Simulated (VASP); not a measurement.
Set up this calculation in VASP 6.6.1, as the native input.

* Task: single point
* Functional: PBE
* Potentials or basis: VASP PAW PBE potentials, release 64 (Sr_sv, Br, Cl)
* Cutoff: 520 eV
* k mesh: 6 × 6 × 1
* Occupations: gaussian, width 0.1 eV
* Spin: no spin polarisation
* Dipole correction: yes
* Further INCAR settings: ALGO = Normal; EDIFF = 1e-06; NBANDS = 19

The structure of SrBrCl lies in POSCAR:

```
SrBrCl
1.0
    4.2903293100      0.0000000000      0.0000000000
   -2.1451646550      3.7155341731      0.0000000000
    0.0000000000      0.0000000000     30.9038411200
Sr Br Cl
1 1 1
Direct
    0.0000000000      0.0000000000      0.2950334806
    0.3333333333      0.6666666667      0.2352323293
    0.3333333333      0.6666666667      0.3469067038
```

These files were run (other wordings do the same):

INCAR

```
PREC = Accurate
ENCUT = 520
EDIFF = 1E-6
ISMEAR = 0
SIGMA = 0.1
LREAL = False
LASPH = True
NELM = 60
ALGO = Normal
ISIF = 2
LWAVE = False
LCHARG = False
LDIPOL = True
IDIPOL = 3
DIPOL = 0.5 0.5 0.292
GGA = PE
NBANDS = 19
```

KPOINTS

```
regular mesh
0
Gamma
  6 6 1
```

Potentials or basis: VASP PAW PBE potentials, release 64 (Sr_sv, Br, Cl).

Launch:

```bash
$ cat potpaw_PBE.64/Sr_sv/POTCAR potpaw_PBE.64/Br/POTCAR potpaw_PBE.64/Cl/POTCAR > POTCAR
$ mpirun -np 1 vasp_std > vasp.out
```

It gave:

- Largest force: 0.042 eV/Å
- Band gap on the k mesh: 4.64 eV, indirect (least direct gap 4.67 eV)

It took 2.3 min on 1 thread of Intel Xeon 6975P-C (shared host), peak memory 0.58 GiB.
